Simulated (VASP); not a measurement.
Crystal: AlRu3.

```
CELL_PARAMETERS angstrom
0.00000 3.12149 3.12149
3.12149 0.00000 3.12149
3.12149 3.12149 0.00000
ATOMIC_POSITIONS crystal
Al 0.00000 0.00000 0.00000
Ru 0.25000 0.25000 0.25000
Ru 0.75000 0.75000 0.75000
Ru 0.50000 0.50000 0.50000
```

```yaml
Program: VASP 6.6.1
Task: relaxation of cell and atoms
Functional: PBE
Potentials_or_basis: VASP PAW PBE potentials, release 64 (Al, Ru_pv)
Cutoff: 600 eV
k_mesh: 6 × 6 × 6
Occupations: gaussian, width 0.1 eV
Spin: no spin polarisation
```

At the start: pressure -16.7 GPa; volume 15.21 Å³/atom.

Task: Where does the relaxation end?

Result: Over 4 steps the energy falls by 69.6 meV/atom and the volume is 13.99 Å³/atom (-8.0 %); space group Fm-3m (No. 225, to 0.05 Å).

The path:
| step | energy change (eV) | largest force (eV/Å) | pressure (GPa) | volume (Å³) |
| --- | --- | --- | --- | --- |
| 1 | 0.0000 | 0.0000 | -16.73 | 60.83 |
| 2 | 0.8893 | 0.0000 | 53.91 | 47.89 |
| 3 | -0.2776 | 0.0000 | -1.00 | 56.15 |
| 4 | -0.2783 | 0.0000 | -0.20 | 55.96 |

Final structure:
```
Al Ru
1.0
     0.00000    3.03593    3.03593
     3.03593    0.00000    3.03593
     3.03593    3.03593    0.00000
Al Ru
1 3
Direct
  0.00000 0.00000 0.00000
  0.25000 0.25000 0.25000
  0.75000 0.75000 0.75000
  0.50000 0.50000 0.50000
```
